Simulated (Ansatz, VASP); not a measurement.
H2Os: VASP beside Ansatz

```xyz
3
Lattice="2.5842 0.0000 0.0000 0.0000 2.5842 0.0000 0.0000 0.0000 4.3869" Properties=species:S:1:pos:R:3 pbc="T T T"
H     1.2921    1.2921    0.9062
H     1.2921    1.2921    3.4807
Os    0.0000    0.0000    0.0000
```

Change from the starting cell: species swapped into the Ga2Cu type (P4/mmm, No. 123).

Alike in both runs: functional PBE; k mesh 18 × 18 × 10; occupations gaussian, width 0.1 eV; no spin polarisation.

Ansatz relaxed the structure, and its values are those at the end. VASP's run is a single point on that final structure, the one shown.

|  | VASP | Ansatz |
| --- | --- | --- |
| version | VASP 6.6.1 | Ansatz 0.2.0 |
| potentials or method | VASP PAW PBE potentials, release 64 (H, Os_sv_GW), cutoff 560 eV | scalar-relativistic, plane waves, PAW |
| valence electrons in the cell | 18 | 18 |

|  | VASP | Ansatz | Ansatz less VASP |
| --- | --- | --- | --- |
| gap on the k mesh at the Fermi level (eV) | none | none | - |
| pressure (GPa) | -0.8 | 0.0 | +0.75 |

A gap of «none» marks a metal or a gap that the smearing closes. The functional is the same, so the differences come from potentials, cutoffs and numerics.

Spin-orbit coupling is off throughout.
